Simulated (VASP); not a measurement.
**Si: single point with PBE+D3(BJ)**

Si:

```
Si
1.0
     0.00000    1.67000    1.67000
     1.67000    0.00000    1.67000
     1.67000    1.67000    0.00000
Si
1
Direct
  0.00000 0.00000 0.00000
```

This isn't the form of Si at room conditions, which is diamond.

* Program: VASP 6.6.1
* Task: single point
* Functional: PBE
* Dispersion: D3(BJ)
* Potentials or basis: VASP PAW PBE potentials, release 64 (Si)
* Cutoff: 500 eV
* k mesh: 14 × 14 × 14
* Occupations: methfessel-paxton, width 0.15 eV
* Spin: no spin polarisation
* Dipole correction: no
* Further INCAR settings: ALGO = Normal; EDIFF = 1e-06; NBANDS = 8

The pressure is 82.7 GPa, the band gap on the k mesh is zero (bands 2 and 3 overlap by 17.45 eV) and the dispersion energy per atom is -0.677 eV.

Levels at points of the mesh, in eV from the Fermi level:
```csv
k point,band 1,band 2,band 3,band 4,band 5
"(0.00, 0.00, 0.00)",-19.27,13.70,13.70,13.70,17.48
"(0.50, 0.00, 0.00)",-10.28,-9.31,12.14,12.14,13.42
"(0.50, 0.50, 0.00)",-7.83,-5.45,3.27,4.72,4.72
```

Wall time 3.3 s on 1 thread of Intel(R) Xeon(R) 6975P-C (Granite Rapids) (shared host), peak memory 0.13 GiB.

Caveat: the cell stands under pressure.
